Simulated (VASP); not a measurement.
# BP (F-43m) in VASP: a series of runs

BP is run at these levels: r2SCAN; tasks: single point.

All numbers are computed with VASP 6.6.1; they aren't measurements. Logs are shortened: lines on timing, memory, paths and dates and some standing lists are left out, and cuts for length are marked.

## 1. The cell of the first run

The structure is cubic, space group F-43m (No. 216). Conventional cell: a = 4.349 Å, b = 4.349 Å, c = 4.349 Å, α = 90.00°, β = 90.00°, γ = 90.00°. B (site symmetry -43m) has 4 P at 1.88 Å within 2.5 Å. Within 2.5 Å of P (site symmetry -43m) lie 4 B at 1.88 Å.

## 2. Single point, r2SCAN

POSCAR reads:

```
BP
1.0
    0.0000000000      2.1743463311      2.1743463311
    2.1743463311      0.0000000000      2.1743463311
    2.1743463311      2.1743463311      0.0000000000
B P
1 1
Direct
    0.0000000000      0.0000000000      0.0000000000
    0.2500000000      0.2500000000      0.2500000000
```

INCAR.step1 reads:

```
PREC = Accurate
ENCUT = 550
ISMEAR = 0
SIGMA = 0.01
LREAL = F
LASPH = T
NELM = 120
NBANDS = 11
GGA = PE
ALGO = Normal
EDIFF = 1E-5
LWAVE = T
LCHARG = F
GGA_COMPAT = F
```

INCAR.step2 reads:

```
PREC = Accurate
ENCUT = 550
EDIFF = 1E-6
ISMEAR = 0
SIGMA = 0.01
LREAL = F
LASPH = T
NELM = 120
ALGO = Normal
ISIF = 2
LWAVE = F
LCHARG = F
METAGGA = R2SCAN
LMIXTAU = T
NBANDS = 11
ISTART = 1
GGA_COMPAT = F
```

KPOINTS reads:

```
Automatic mesh
0
Gamma
  6 6 6
```

Potentials or basis: VASP PAW PBE potentials, release 64 (B, P).

The run is started by

```sh
cat potpaw_PBE.64/B/POTCAR potpaw_PBE.64/P/POTCAR > POTCAR
cp INCAR.step1 INCAR
mpirun -np 1 vasp_std > vasp.out
cp INCAR.step2 INCAR
mpirun -np 1 vasp_std > vasp.out
```

OUTCAR:

```text
PREC = Accurate
   ENCUT = 550
   EDIFF = 1E-6
   ISMEAR = 0
   LREAL = F
   LASPH = T
   NELM = 120
   ISIF = 2
   METAGGA = R2SCAN
   ISTART = 1

 ion  position               nearest neighbor table
   1  0.000  0.000  0.000-   2 1.88   2 1.88   2 1.88   2 1.88
   2  0.250  0.250  0.250-   1 1.88   1 1.88   1 1.88   1 1.88

  LATTYP: Found a face centered cubic cell.
 ALAT       =     4.3486926622

  Lattice vectors:

 A1 = (   0.0000000000,   2.1743463311,   2.1743463311)
 A2 = (   2.1743463311,   0.0000000000,   2.1743463311)
 A3 = (   2.1743463311,   2.1743463311,   0.0000000000)

Analysis of symmetry for initial positions (statically):
=====================================================================
 Subroutine PRICEL returns:
 Original cell was already a primitive cell.

 Routine SETGRP: Setting up the symmetry group for a
 face centered cubic supercell.

 Subroutine GETGRP returns: Found 24 space group operations
 (whereof 24 operations were pure point group operations)
 out of a pool of 48 trial point group operations.

The static configuration has the point symmetry T_d .

Analysis of symmetry for dynamics (positions and initial velocities):
=====================================================================
 Subroutine PRICEL returns:
 Original cell was already a primitive cell.

 Routine SETGRP: Setting up the symmetry group for a
 face centered cubic supercell.

 Subroutine GETGRP returns: Found 24 space group operations
 (whereof 24 operations were pure point group operations)
 out of a pool of 48 trial point group operations.

The dynamic configuration has the point symmetry T_d .

 Subroutine INISYM returns: Found 24 space group operations
 (whereof 24 operations are pure point group operations),
 and found     1 'primitive' translations

----------------------------------------------------------------------------------------

                                     Primitive cell

  volume of cell :      20.5597

  direct lattice vectors                    reciprocal lattice vectors
     0.000000000  2.174346331  2.174346331    -0.229954167  0.229954167  0.229954167
     2.174346331  0.000000000  2.174346331     0.229954167 -0.229954167  0.229954167
     2.174346331  2.174346331  0.000000000     0.229954167  0.229954167 -0.229954167

  length of vectors
     3.074990071  3.074990071  3.074990071     0.398292301  0.398292301  0.398292301

  position of ions in fractional coordinates (direct lattice)
     0.000000000  0.000000000  0.000000000
     0.250000000  0.250000000  0.250000000

  ion indices of the primitive-cell ions
   primitive index   ion index
                 1           1
                 2           2

----------------------------------------------------------------------------------------

 KPOINTS: Automatic mesh

Automatic generation of k-mesh.
 Grid dimensions read from file:
 generate k-points for:    6    6    6

 Generating k-lattice:

  Cartesian coordinates                     Fractional coordinates (reciprocal lattice)
    -0.038325695  0.038325695  0.038325695     0.166666667  0.000000000  0.000000000
     0.038325695 -0.038325695  0.038325695     0.000000000  0.166666667  0.000000000
     0.038325695  0.038325695 -0.038325695     0.000000000  0.000000000  0.166666667

  Length of vectors
     0.066382050  0.066382050  0.066382050

  Shift w.r.t. Gamma in fractional coordinates (k-lattice)
     0.000000000  0.000000000  0.000000000

 Subroutine IBZKPT returns following result:
 ===========================================

 Found     16 irreducible k-points:

 Following reciprocal coordinates:
            Coordinates               Weight
  0.000000  0.000000  0.000000      1.000000
  0.166667  0.000000  0.000000      8.000000
  0.333333  0.000000  0.000000      8.000000
  0.500000  0.000000  0.000000      4.000000
  0.166667  0.166667  0.000000      6.000000
  0.333333  0.166667  0.000000     24.000000
[... 8 lines left out ...]
 -0.333333  0.333333  0.166667     24.000000
 -0.333333  0.500000  0.166667     12.000000
   k-points           NKPTS =     16   k-points in BZ     NKDIM =     16   number of bands    NBANDS=     11
   number of dos      NEDOS =    301   number of ions     NIONS =      2
   total plane-waves  NPLWV =  13824
   dimension x,y,z NGX =    24 NGY =   24 NGZ =   24
   dimension x,y,z NGXF=    48 NGYF=   48 NGZF=   48
   ions per type =               1   1
   NGX,Y,Z   is equivalent  to a cutoff of  12.98, 12.98, 12.98 a.u.
   NGXF,Y,Z  is equivalent  to a cutoff of  25.95, 25.95, 25.95 a.u.
 SYSTEM =  unknown system
   PREC   = accura    normal or accurate (medium, high low for compatibility)
   ISTART =      1    job   : 0-new  1-cont  2-samecut
   ICHARG =      0    charge: 1-file 2-atom 10-const
   ISPIN  =      1    spin polarized calculation?
   LNONCOLLINEAR =      F non collinear calculations
   LSORBIT =      F    spin-orbit coupling
   LASPH  =      T    aspherical Exc in radial PAW
   ENCUT  =  550.0 eV  40.42 Ry    6.36 a.u.   5.88  5.88  5.88*2*pi/ulx,y,z
   NELM   =    120;   NELMIN=  2; NELMDL=  0     # of ELM steps
   EDIFF  = 0.1E-05   stopping-criterion for ELM
   LREAL  =      F    real-space projection
   EDIFFG = 0.1E-04   stopping-criterion for IOM
   NSW    =      0    number of steps for IOM
   IBRION =     -1    ionic relax: 0-MD 1-quasi-New 2-CG
   NFREE  =      0    steps in history (QN), initial steepest desc. (CG)
   ISIF   =      2    stress and relaxation
   ISYM   =      2    0-nonsym 1-usesym 2-fastsym
   POTIM  = 0.5000    time-step for ionic-motion
   TEBEG  =    0.0;   TEEND  =   0.0 temperature during run
   PSTRESS=    0.0 pullay stress
   NELECT =       8.0000    total number of electrons
   NUPDOWN=      -1.0000    fix difference up-down
   EMIN   =  10.00;   EMAX   =-10.00  energy-range for DOS
   EFERMI =   0.00;   METHOD = LEGACY
   ISMEAR =     0;   SIGMA  =   0.01  broadening in eV -4-tet -1-fermi 0-gaus
   EFERMI_NEDOS =   21; number of points for ismear=-14 and -15
   IALGO  =     38    algorithm
   IMIX   =      4    mixing-type and parameters
     AMIX     =   0.40;   BMIX     =  1.00
     AMIX_MAG =   1.60;   BMIX_MAG =  1.00
  volume/ion in A,a.u.               =      10.28        69.37
  Fermi-wavevector in a.u.,A,eV,Ry     =   1.195179  2.258560 19.435265  1.428452
  Thomas-Fermi vector in A             =   2.331150
   LORBIT       =      0    0 simple, 1 ext, 2 COOP (PROOUT), +10 PAW based schemes
   METAGGA = R2SCAN    functional components
   LHFCALC =     F    Hartree Fock is set to
   AEXX    =    0.0000 exact exchange contribution
   IVDW    =     0    specifies the selected vdW correction
   LEPSILON=     F    determine dielectric tensor
   LRPA    =     F    only Hartree local field effects (RPA)
 non-spin polarized calculation
 Gauss-broadening in eV      SIGMA  =   0.01
  energy-cutoff  :      550.00
  volume of cell :       20.56
 maximum number of plane-waves:       620
   NGX = 11   NGY = 11   NGZ = 11

 number of electron       7.9999999 magnetization

 Free energy of the ion-electron system (eV)
  ---------------------------------------------------
  ext. energy  EPLUGINS =         0.00000000
  ---------------------------------------------------
  free energy    TOTEN  =       -17.08726869 eV

  energy without entropy =      -17.08726869  energy(sigma->0) =      -17.08726869

 E-fermi :   9.0765     XC(G=0): -12.0869

 val. band max:        8.9814480835   @ k =   0.0000   0.0000   0.0000
 cond. band min:      10.2485594407   @ k =   0.5000   0.5000   0.0000
 fundamental gap:      1.2671113571
 Fermi energy:         9.0764850122

 k-point     1 :       0.0000    0.0000    0.0000
  band No.  band energies     occupation
      1      -8.5032      2.00000
      2       8.9814      2.00000
      3       8.9814      2.00000
      4       8.9814      2.00000
      5      12.8551      0.00000
      6      12.8551      0.00000
      7      12.8551      0.00000
      8      19.1115      0.00000
      9      22.0075      0.00000
     10      22.0075      0.00000
     11      22.4474      0.00000

 k-point     2 :       0.1667    0.0000    0.0000
  band No.  band energies     occupation
      1      -7.9235      2.00000
      2       5.7666      2.00000
      3       8.2088      2.00000
      4       8.2088      2.00000
      5      13.8492      0.00000
      6      13.9069      0.00000
      7      13.9069      0.00000
      8      20.0401      0.00000
      9      20.6956      0.00000
     10      20.6956      0.00000
     11      23.8421      0.00000

 k-point     3 :       0.3333    0.0000    0.0000
  band No.  band energies     occupation
      1      -6.2535      2.00000
      2       1.2848      2.00000
      3       7.2905      2.00000
      4       7.2905      2.00000
      5      14.0095      0.00000
      6      14.3625      0.00000
      7      14.3625      0.00000
      8      20.6353      0.00000
      9      22.0073      0.00000
     10      22.0073      0.00000
     11      24.8539      0.00000

 k-point     4 :       0.5000    0.0000    0.0000
  band No.  band energies     occupation
      1      -4.4814      2.00000
      2      -1.5047      2.00000
      3       6.9635      2.00000
      4       6.9635      2.00000
      5      13.9584      0.00000
      6      14.0885      0.00000
      7      14.0885      0.00000
      8      20.3858      0.00000
      9      25.3661      0.00000
     10      25.3661      0.00000
     11      26.3194      0.00000
[... 127 lines left out ...]
 k-point    14 :       0.5000    0.3333    0.1667
  band No.  band energies     occupation
      1      -4.8025      2.00000
      2       1.7049      2.00000
      3       3.1060      2.00000
      4       5.1424      2.00000
      5      13.4359      0.00000
      6      15.0444      0.00000
      7      16.6527      0.00000
      8      20.0979      0.00000
      9      23.7574      0.00000
     10      24.2932      0.00000
     11      30.0069      0.00000

 k-point    15 :      -0.3333    0.3333    0.1667
  band No.  band energies     occupation
      1      -3.1290      2.00000
      2      -0.3448      2.00000
      3       2.6160      2.00000
      4       4.2711      2.00000
      5      13.8782      0.00000
      6      15.5799      0.00000
      7      18.9629      0.00000
      8      19.5962      0.00000
      9      21.0579      0.00000
     10      25.9065      0.00000
     11      29.3880      0.00000

 k-point    16 :      -0.3333    0.5000    0.1667
  band No.  band energies     occupation
      1      -2.3239      2.00000
      2      -0.4089      2.00000
      3       2.7357      2.00000
      4       2.8352      2.00000
      5      13.1192      0.00000
      6      14.0296      0.00000
      7      19.5891      0.00000
      8      20.4208      0.00000
      9      23.9010      0.00000
     10      27.4847      0.00000
     11      28.3207      0.00000

------------------------ aborting loop because EDIFF is reached ----------------------------------------

  FORCE on cell =-STRESS in cart. coord.  units (eV):
  Direction    XX          YY          ZZ          XY          YZ          ZX
  --------------------------------------------------------------------------------------
  -------------------------------------------------------------------------------------
  Total        3.4265006      3.4265006      3.4265006     -0.0000000      0.0000000      0.0000000
  in kB      267.0208908    267.0208908    267.0208908     -0.0000000      0.0000000      0.0000000
  external PRESSURE =     267.0208908 kB  Pullay stress =       0.0000000 kB

 VOLUME and BASIS-vectors are now :
 -----------------------------------------------------------------------------
  energy-cutoff  :      550.00
  volume of cell :       20.56
      direct lattice vectors                 reciprocal lattice vectors
     0.000000000  2.174346331  2.174346331    -0.229954167  0.229954167  0.229954167
     2.174346331  0.000000000  2.174346331     0.229954167 -0.229954167  0.229954167
     2.174346331  2.174346331  0.000000000     0.229954167  0.229954167 -0.229954167

 POSITION                                       TOTAL-FORCE (eV/Angst)
 -----------------------------------------------------------------------------------
      0.00000      0.00000      0.00000        -0.000000      0.000000     -0.000000
      1.08717      1.08717      1.08717         0.000000     -0.000000      0.000000
 -----------------------------------------------------------------------------------
    total drift:                                0.000000      0.000000      0.000000

  FREE ENERGIE OF THE ION-ELECTRON SYSTEM (eV)
  ---------------------------------------------------
  free  energy   TOTEN  =       -17.0872686941 eV

  energy  without entropy=      -17.0872686941  energy(sigma->0) =      -17.08726869
```

It took 14 s on 1 thread of Intel Xeon 8259CL, shared host; peak memory 0.14 GiB.

What came out:

```yaml
Free_energy: -17.0873 eV
Pressure: 26.7 GPa
Band_gap_on_the_k_mesh: 1.27 eV, indirect (least direct gap 3.87 eV)
```

Caveat: the PAW data sets were made with another functional, which shifts forces and pressure a little. r2SCAN opens gaps a little over a GGA but as a rule still falls short of measured ones.

[end of part 1 of 2]
